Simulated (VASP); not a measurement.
Crystal: InAs.

```
CELL_PARAMETERS angstrom
0.00000 2.93374 2.93374
2.93374 0.00000 2.93374
2.93374 2.93374 0.00000
ATOMIC_POSITIONS crystal
In 0.50000 0.50000 0.50000
As 0.00000 0.00000 0.00000
```

Base run:

| Property | Result |
| --- | --- |
| Program | VASP 6.6.1 |
| Functional | r2SCAN |
| Potentials or basis | VASP PAW PBE potentials, release 64 (In_d, As) |
| Cutoff | 520 eV |
| k mesh | 8 × 8 × 8 |
| Occupations | fermi-dirac, width 0.05 eV |
| Spin | no spin polarisation |

Its results: band gap on the k mesh zero (bands 9 and 10 overlap by 2.44 eV); pressure -5.3 GPa.

The run is repeated on the same cell with these changes: functional from r2SCAN to PBEsol. What comes out?

Band gap on the k mesh zero (bands 9 and 10 overlap by 2.39 eV); pressure -6.0 GPa.

Caveats: the cell stands under tension; the PAW data sets were made with another functional, which shifts forces and pressure a little; spin-orbit coupling is left out, which moves the levels of the heavy elements.
